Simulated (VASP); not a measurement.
# Ba3Pb2 (Pm-3m) in VASP: a series of runs

The runs below take Ba3Pb2 through single point, with PBE.

Program: VASP 6.6.1. These are calculated values, not measurements. Logs are shortened: lines on timing, memory, paths and dates and some standing lists are left out, and cuts for length are marked.

### 1 The cell of the first run

Symmetry: Pm-3m, No. 221, cubic system. The conventional cell has a = 5.607 Å, b = 5.607 Å, c = 5.607 Å, α = 90.00°, β = 90.00°, γ = 90.00°. Within 3.7 Å of Ba (site symmetry 4/mmm) lie 2 Pb at 2.80 Å. Within 3.7 Å of Pb (site symmetry m-3m) lie 6 Ba at 2.80 Å. Pb (site symmetry m-3m) has 12 Ba at 3.96 Å and 8 Pb at 4.86 Å within 5.2 Å.

The cell was built from a structure type or drawn by symmetry, and may not be a known phase.

### 2 Single point, PBE

Input file INCAR:

```
SYSTEM = Ba3Pb2
PREC = Accurate ; ENCUT = 520
EDIFF = 1E-6 ; ISMEAR = 0
SIGMA = 0.1 ; LREAL = .FALSE.
LASPH = .TRUE. ; NELM = 60
ALGO = Normal ; ISIF = 2
LWAVE = .FALSE. ; LCHARG = .FALSE.
GGA = PE ; NBANDS = 37
```

Input file KPOINTS:

```
regular mesh
0
G
  4 4 4
  0 0 0
```

Input file POSCAR:

```
Ba3Pb2
1.0
    5.6068943800      0.0000000000      0.0000000000
    0.0000000000      5.6068943800      0.0000000000
    0.0000000000      0.0000000000      5.6068943800
Ba Pb
3 2
Direct
    0.5000000000      0.0000000000      0.0000000000
    0.0000000000      0.5000000000      0.0000000000
    0.0000000000      0.0000000000      0.5000000000
    0.0000000000      0.0000000000      0.0000000000
    0.5000000000      0.5000000000      0.5000000000
```

Potentials or basis: VASP PAW PBE potentials, release 64 (Ba_sv, Pb_d).

Launch:

```sh
> cat potpaw_PBE.64/Ba_sv/POTCAR potpaw_PBE.64/Pb_d/POTCAR > POTCAR
> mpirun -np 1 vasp_std > vasp.out
```

OUTCAR:

```text
SYSTEM = Ba3Pb2
   PREC = Accurate
   ENCUT = 520
   EDIFF = 1E-6
   ISMEAR = 0
   LREAL = .FALSE.
   LASPH = .TRUE.
   NELM = 60
   ISIF = 2
   GGA = PE

 ion  position               nearest neighbor table
   1  0.500  0.000  0.000-   4 2.80   4 2.80   2 3.96   5 3.96   3 3.96   5 3.96   2 3.96   5 3.96
                             5 3.96   2 3.96   3 3.96   3 3.96   3 3.96   2 3.96
   2  0.000  0.500  0.000-   4 2.80   4 2.80   1 3.96   5 3.96   3 3.96   5 3.96   1 3.96   3 3.96
                             3 3.96   3 3.96   1 3.96   5 3.96   5 3.96   1 3.96
   3  0.000  0.000  0.500-   4 2.80   4 2.80   1 3.96   5 3.96   1 3.96   2 3.96   2 3.96   2 3.96
                             5 3.96   2 3.96   1 3.96   5 3.96   1 3.96   5 3.96
   4  0.000  0.000  0.000-   1 2.80   2 2.80   3 2.80   3 2.80   2 2.80   1 2.80
   5  0.500  0.500  0.500-   1 3.96   2 3.96   3 3.96   1 3.96   2 3.96   1 3.96   3 3.96   1 3.96
                             2 3.96   3 3.96   2 3.96   3 3.96

  LATTYP: Found a simple cubic cell.
 ALAT       =     5.6068943800

  Lattice vectors:

 A1 = (   5.6068943800,   0.0000000000,   0.0000000000)
 A2 = (   0.0000000000,   5.6068943800,   0.0000000000)
 A3 = (   0.0000000000,   0.0000000000,   5.6068943800)

Analysis of symmetry for initial positions (statically):
=====================================================================
 Subroutine PRICEL returns:
 Original cell was already a primitive cell.

 Routine SETGRP: Setting up the symmetry group for a
 simple cubic supercell.

 Subroutine GETGRP returns: Found 48 space group operations
 (whereof 48 operations were pure point group operations)
 out of a pool of 48 trial point group operations.

The static configuration has the point symmetry O_h .

Analysis of symmetry for dynamics (positions and initial velocities):
=====================================================================
 Subroutine PRICEL returns:
 Original cell was already a primitive cell.

 Routine SETGRP: Setting up the symmetry group for a
 simple cubic supercell.

 Subroutine GETGRP returns: Found 48 space group operations
 (whereof 48 operations were pure point group operations)
 out of a pool of 48 trial point group operations.

The dynamic configuration has the point symmetry O_h .

 Subroutine INISYM returns: Found 48 space group operations
 (whereof 48 operations are pure point group operations),
 and found     1 'primitive' translations

----------------------------------------------------------------------------------------

                                     Primitive cell

  volume of cell :     176.2654

  direct lattice vectors                    reciprocal lattice vectors
     5.606894380  0.000000000  0.000000000     0.178351853  0.000000000  0.000000000
     0.000000000  5.606894380  0.000000000     0.000000000  0.178351853  0.000000000
     0.000000000  0.000000000  5.606894380     0.000000000  0.000000000  0.178351853

  length of vectors
     5.606894380  5.606894380  5.606894380     0.178351853  0.178351853  0.178351853

  position of ions in fractional coordinates (direct lattice)
     0.500000000  0.000000000  0.000000000
     0.000000000  0.500000000  0.000000000
     0.000000000  0.000000000  0.500000000
     0.000000000  0.000000000  0.000000000
     0.500000000  0.500000000  0.500000000

  ion indices of the primitive-cell ions
   primitive index   ion index
                 1           1
                 2           2
                 3           3
                 4           4
                 5           5

----------------------------------------------------------------------------------------

 KPOINTS: regular mesh

Automatic generation of k-mesh.
 Grid dimensions read from file:
 generate k-points for:    4    4    4

 Generating k-lattice:

  Cartesian coordinates                     Fractional coordinates (reciprocal lattice)
     0.044587963  0.000000000  0.000000000     0.250000000  0.000000000  0.000000000
     0.000000000  0.044587963  0.000000000     0.000000000  0.250000000  0.000000000
     0.000000000  0.000000000  0.044587963     0.000000000  0.000000000  0.250000000

  Length of vectors
     0.044587963  0.044587963  0.044587963

  Shift w.r.t. Gamma in fractional coordinates (k-lattice)
     0.000000000  0.000000000  0.000000000

 Subroutine IBZKPT returns following result:
 ===========================================

 Found     10 irreducible k-points:

 Following reciprocal coordinates:
            Coordinates               Weight
  0.000000  0.000000  0.000000      1.000000
  0.250000  0.000000  0.000000      6.000000
  0.500000  0.000000  0.000000      3.000000
  0.250000  0.250000  0.000000     12.000000
  0.500000  0.250000  0.000000     12.000000
  0.500000  0.500000  0.000000      3.000000
  0.250000  0.250000  0.250000      8.000000
  0.500000  0.250000  0.250000     12.000000
  0.500000  0.500000  0.250000      6.000000
  0.500000  0.500000  0.500000      1.000000
   k-points           NKPTS =     10   k-points in BZ     NKDIM =     10   number of bands    NBANDS=     37
   number of dos      NEDOS =    301   number of ions     NIONS =      5
   total plane-waves  NPLWV =  74088
   dimension x,y,z NGX =    42 NGY =   42 NGZ =   42
   dimension x,y,z NGXF=    84 NGYF=   84 NGZF=   84
   ions per type =               3   2
   NGX,Y,Z   is equivalent  to a cutoff of  12.45, 12.45, 12.45 a.u.
   NGXF,Y,Z  is equivalent  to a cutoff of  24.91, 24.91, 24.91 a.u.
 SYSTEM =  Ba3Pb2
   PREC   = accura    normal or accurate (medium, high low for compatibility)
   ISTART =      0    job   : 0-new  1-cont  2-samecut
   ICHARG =      2    charge: 1-file 2-atom 10-const
   ISPIN  =      1    spin polarized calculation?
   LNONCOLLINEAR =      F non collinear calculations
   LSORBIT =      F    spin-orbit coupling
   LASPH  =      T    aspherical Exc in radial PAW
   ENCUT  =  520.0 eV  38.22 Ry    6.18 a.u.  10.43 10.43 10.43*2*pi/ulx,y,z
   NELM   =     60;   NELMIN=  2; NELMDL= -5     # of ELM steps
   EDIFF  = 0.1E-05   stopping-criterion for ELM
   LREAL  =      F    real-space projection
   EDIFFG = 0.1E-04   stopping-criterion for IOM
   NSW    =      0    number of steps for IOM
   IBRION =     -1    ionic relax: 0-MD 1-quasi-New 2-CG
   NFREE  =      0    steps in history (QN), initial steepest desc. (CG)
   ISIF   =      2    stress and relaxation
   ISYM   =      2    0-nonsym 1-usesym 2-fastsym
   POTIM  = 0.5000    time-step for ionic-motion
   TEBEG  =    0.0;   TEEND  =   0.0 temperature during run
   PSTRESS=    0.0 pullay stress
   NELECT =      58.0000    total number of electrons
   NUPDOWN=      -1.0000    fix difference up-down
   EMIN   =  10.00;   EMAX   =-10.00  energy-range for DOS
   EFERMI =   0.00;   METHOD = LEGACY
   ISMEAR =     0;   SIGMA  =   0.10  broadening in eV -4-tet -1-fermi 0-gaus
   EFERMI_NEDOS =   21; number of points for ismear=-14 and -15
   IALGO  =     38    algorithm
   IMIX   =      4    mixing-type and parameters
     AMIX     =   0.40;   BMIX     =  1.00
     AMIX_MAG =   1.60;   BMIX_MAG =  1.00
  volume/ion in A,a.u.               =      35.25       237.90
  Fermi-wavevector in a.u.,A,eV,Ry     =   1.130217  2.135800 17.379949  1.277390
  Thomas-Fermi vector in A             =   2.266913
   LORBIT       =      0    0 simple, 1 ext, 2 COOP (PROOUT), +10 PAW based schemes
   GGA     = PE    functional components
   LHFCALC =     F    Hartree Fock is set to
   AEXX    =    0.0000 exact exchange contribution
   IVDW    =     0    specifies the selected vdW correction
   LEPSILON=     F    determine dielectric tensor
   LRPA    =     F    only Hartree local field effects (RPA)
 non-spin polarized calculation
 Gauss-broadening in eV      SIGMA  =   0.10
  energy-cutoff  :      520.00
  volume of cell :      176.27
 maximum number of plane-waves:      4780
 NGX is ok and might be reduce to    42
   NGX = 21   NGY = 21   NGZ = 21

 number of electron      58.0000014 magnetization

 Free energy of the ion-electron system (eV)
  ---------------------------------------------------
  ext. energy  EPLUGINS =         0.00000000
  ---------------------------------------------------
  free energy    TOTEN  =        -8.31417335 eV

  energy without entropy =       -8.27133629  energy(sigma->0) =       -8.29275482

 E-fermi :   4.3507     XC(G=0):  -9.3181

 val. band max:        4.3454880639   @ k =   0.5000   0.2500   0.0000
 cond. band min:       4.5021074195   @ k =   0.5000   0.5000   0.5000
 fundamental gap:      0.1566193556
 Fermi energy:         4.3507310933

 k-point     1 :       0.0000    0.0000    0.0000
  band No.  band energies     occupation
      1     -23.5964      2.00000
      2     -23.3890      2.00000
      3     -23.3890      2.00000
      4     -13.1334      2.00000
      5     -13.1334      2.00000
      6     -13.0477      2.00000
[... 29 lines left out ...]
     36       6.8875      0.00000
     37       8.1659      0.00000

 k-point     2 :       0.2500    0.0000    0.0000
  band No.  band energies     occupation
      1     -23.5662      2.00000
      2     -23.4027      2.00000
      3     -23.3887      2.00000
      4     -13.3646      2.00000
      5     -13.1334      2.00000
      6     -13.0595      2.00000
[... 29 lines left out ...]
     36       7.2503      0.00000
     37       7.5273      0.00000

 k-point     3 :       0.5000    0.0000    0.0000
  band No.  band energies     occupation
      1     -23.5281      2.00000
      2     -23.4244      2.00000
      3     -23.3883      2.00000
      4     -13.5731      2.00000
      5     -13.1333      2.00000
      6     -13.0712      2.00000
[... 29 lines left out ...]
     36       7.4156      0.00000
     37       7.4156      0.00000
[... 201 lines left out ...]
 k-point     9 :       0.5000    0.5000    0.2500
  band No.  band energies     occupation
      1     -23.4406      2.00000
      2     -23.4230      2.00000
      3     -23.4230      2.00000
      4     -13.6897      2.00000
      5     -13.5455      2.00000
      6     -13.0971      2.00000
[... 29 lines left out ...]
     36       6.9482      0.00000
     37       7.2665      0.00000

 k-point    10 :       0.5000    0.5000    0.5000
  band No.  band energies     occupation
      1     -23.4226      2.00000
      2     -23.4226      2.00000
      3     -23.4226      2.00000
      4     -13.6895      2.00000
      5     -13.6895      2.00000
      6     -13.0968      2.00000
[... 29 lines left out ...]
     36       6.5595      0.00000
     37       6.5595      0.00000

------------------------ aborting loop because EDIFF is reached ----------------------------------------

  FORCE on cell =-STRESS in cart. coord.  units (eV):
  Direction    XX          YY          ZZ          XY          YZ          ZX
  --------------------------------------------------------------------------------------
  -------------------------------------------------------------------------------------
  Total       23.0164766     23.0164766     23.0164766      0.0000000     -0.0000000      0.0000000
  in kB      209.2099327    209.2099327    209.2099327      0.0000000     -0.0000000      0.0000000
  external PRESSURE =     209.2099327 kB  Pullay stress =       0.0000000 kB

 VOLUME and BASIS-vectors are now :
 -----------------------------------------------------------------------------
  energy-cutoff  :      520.00
  volume of cell :      176.27
      direct lattice vectors                 reciprocal lattice vectors
     5.606894380  0.000000000  0.000000000     0.178351853  0.000000000  0.000000000
     0.000000000  5.606894380  0.000000000     0.000000000  0.178351853  0.000000000
     0.000000000  0.000000000  5.606894380     0.000000000  0.000000000  0.178351853

 POSITION                                       TOTAL-FORCE (eV/Angst)
 -----------------------------------------------------------------------------------
      2.80345      0.00000      0.00000         0.000000      0.000000      0.000000
      0.00000      2.80345      0.00000         0.000000      0.000000      0.000000
      0.00000      0.00000      2.80345         0.000000      0.000000      0.000000
      0.00000      0.00000      0.00000         0.000000      0.000000      0.000000
      2.80345      2.80345      2.80345         0.000000      0.000000      0.000000
 -----------------------------------------------------------------------------------
    total drift:                                0.000000      0.000000     -0.000000

  FREE ENERGIE OF THE ION-ELECTRON SYSTEM (eV)
  ---------------------------------------------------
  free  energy   TOTEN  =        -8.3141733537 eV

  energy  without entropy=       -8.2713362889  energy(sigma->0) =       -8.29275482
```

It took 1.7 min on 1 thread of Intel Xeon 8259CL, shared host; peak memory 0.28 GiB.

What came out:

```
Free energy            : -8.3142 eV
Pressure               : 20.9 GPa
Band gap on the k mesh : zero (bands 29 and 30 overlap by 0.90 eV)
```

Levels at points of the mesh, in eV from the Fermi level:
| k point | band 27 | band 28 | band 29 | band 30 | band 31 | band 32 |
| --- | --- | --- | --- | --- | --- | --- |
| (0.00, 0.00, 0.00) | 0.33 | 0.39 | 0.39 | 0.72 | 0.72 | 0.72 |
| (0.50, 0.00, 0.00) | -0.22 | -0.22 | 0.59 | 0.59 | 0.64 | 1.71 |
| (0.50, 0.50, 0.00) | -0.69 | -0.69 | -0.66 | -0.22 | 2.21 | 2.21 |
| (0.50, 0.50, 0.50) | -2.74 | 0.15 | 0.15 | 0.15 | 1.98 | 1.98 |

Caveat: the cell stands under pressure; spin-orbit coupling is left out, which moves the levels of the heavy elements.

### 3 Single point, PBE

This run uses another cell than the first one, of 57.11 Å³/atom.

Input file INCAR:

```
SYSTEM = Ba3Pb2
  ALGO = Normal
  EDIFF = 1E-6
  ENCUT = 520
  GGA = PE
  ISIF = 2
  ISMEAR = 0
  LASPH = .True.
  LCHARG = .False.
  LREAL = .False.
  LWAVE = .False.
  NBANDS = 37
  NELM = 100
  PREC = Accurate
  SIGMA = 0.1
```

Input file KPOINTS:

```
k-points
0
Gamma
  4 4 4
  0 0 0
```

POSCAR: that of step 2 with these lines changed.

```diff
@@ -2,5 +2,5 @@
 1.0
-    5.6068943800      0.0000000000      0.0000000000
-    0.0000000000      5.6068943800      0.0000000000
-    0.0000000000      0.0000000000      5.6068943800
+    6.5852354185      0.0000000000      0.0000000000
+    0.0000000000      6.5852354185      0.0000000000
+    0.0000000000      0.0000000000      6.5852354185
 Ba Pb
```

Potentials or basis: VASP PAW PBE potentials, release 64 (Ba_sv, Pb_d).

Launch:

```sh
> cat potpaw_PBE.64/Ba_sv/POTCAR potpaw_PBE.64/Pb_d/POTCAR > POTCAR
> mpirun -np 1 vasp_std > vasp.out
```

Wall time 4.3 min (1 thread of Intel Xeon 8259CL, shared host); peak memory 0.39 GiB.

The run converged. Its results:

| Quantity | Value |
| --- | --- |
| Free energy | -13.2682 eV |
| Pressure | 0.5 GPa |
| Band gap on the k mesh | zero (bands 29 and 30 overlap by 0.81 eV) |

Levels at points of the mesh, in eV from the Fermi level:
| k point | band 27 | band 28 | band 29 | band 30 | band 31 | band 32 | band 33 | band 34 |
| --- | --- | --- | --- | --- | --- | --- | --- | --- |
| (0.00, 0.00, 0.00) | 0.06 | 0.06 | 0.66 | 0.66 | 0.85 | 0.85 | 0.85 | 1.11 |
| (0.50, 0.00, 0.00) | 0.00 | 0.00 | 0.03 | 0.03 | 1.07 | 1.17 | 1.46 | 2.08 |
| (0.50, 0.50, 0.00) | -0.33 | -0.26 | -0.26 | -0.11 | 1.71 | 1.78 | 1.78 | 1.91 |
| (0.50, 0.50, 0.50) | -1.74 | -0.14 | -0.14 | -0.14 | 1.52 | 1.74 | 1.74 | 1.74 |

Caveat: spin-orbit coupling is left out, which moves the levels of the heavy elements.

### 4 Single point, PBE

This run uses another cell than the first one, of 58.57 Å³/atom.

Input file INCAR:

```
  PREC = Accurate
  ENCUT = 520
  EDIFF = 1E-7
  ISMEAR = 0
  SIGMA = 0.1
  LREAL = F
  LASPH = T
  NELM = 100
  ALGO = Fast
  ISIF = 2
  LWAVE = F
  LCHARG = F
  GGA = PE
  NBANDS = 37
```

Input file KPOINTS:

```
regular mesh
0
Gamma
  6 6 6
```

POSCAR: that of step 3 with these lines changed.

```diff
@@ -2,5 +2,5 @@
 1.0
-    6.5852354185      0.0000000000      0.0000000000
-    0.0000000000      6.5852354185      0.0000000000
-    0.0000000000      0.0000000000      6.5852354185
+    6.6407736187      0.0000000000      0.0000000000
+    0.0000000000      6.6407736187      0.0000000000
+    0.0000000000      0.0000000000      6.6407736187
 Ba Pb
```

Launch:

```sh
> cat potpaw_PBE.64/Ba_sv/POTCAR potpaw_PBE.64/Pb_d/POTCAR > POTCAR
> mpirun -np 1 vasp_std > vasp.out
```

Run time: 16 min. Hardware: 1 thread of Intel Xeon 8259CL, shared host; peak memory 0.47 GiB.

The run converged. Its results:

* Free energy: -13.2783 eV
* Pressure: 0.1 GPa
* Band gap on the k mesh: zero (bands 29 and 30 overlap by 0.83 eV)

Levels at points of the mesh, in eV from the Fermi level:
```
           k point  band 26  band 27  band 28  band 29  band 30  band 31  band 32  band 33  band 34  band 35
(0.00, 0.00, 0.00)     0.06     0.06     0.06     0.68     0.68     0.88     0.88     0.88     1.09     1.09
(0.50, 0.00, 0.00)    -1.02     0.01     0.01     0.04     0.04     1.10     1.15     1.46     2.06     2.35
(0.50, 0.50, 0.00)    -1.61    -0.30    -0.23    -0.23    -0.09     1.68     1.78     1.78     1.86     2.07
(0.50, 0.50, 0.50)    -1.67    -1.67    -0.15    -0.15    -0.15     1.51     1.74     1.74     1.74     2.11
```

Caveat: spin-orbit coupling is left out, which moves the levels of the heavy elements.

### 5 Overview

| cell | k mesh | gap on the mesh (eV) | pressure (GPa) |
| --- | --- | --- | --- |
| a = 5.607 Å, 5 atoms | 4 × 4 × 4 | none | 20.9 |
| a = 6.585 Å, 5 atoms | 4 × 4 × 4 | none | 0.5 |
| a = 6.641 Å, 5 atoms | 6 × 6 × 6 | none | 0.1 |

Alike in all rows: task single point; level PBE; potentials or basis VASP PAW PBE potentials, release 64 (Ba_sv, Pb_d); no spin polarisation; cutoff (eV) 520; smearing gaussian 0.1 eV.

Caveats: spin-orbit coupling is left out, which moves the levels of the heavy elements; the cell stands under pressure (at least some runs).

Absolute energies hang on the potentials; compare differences alone.
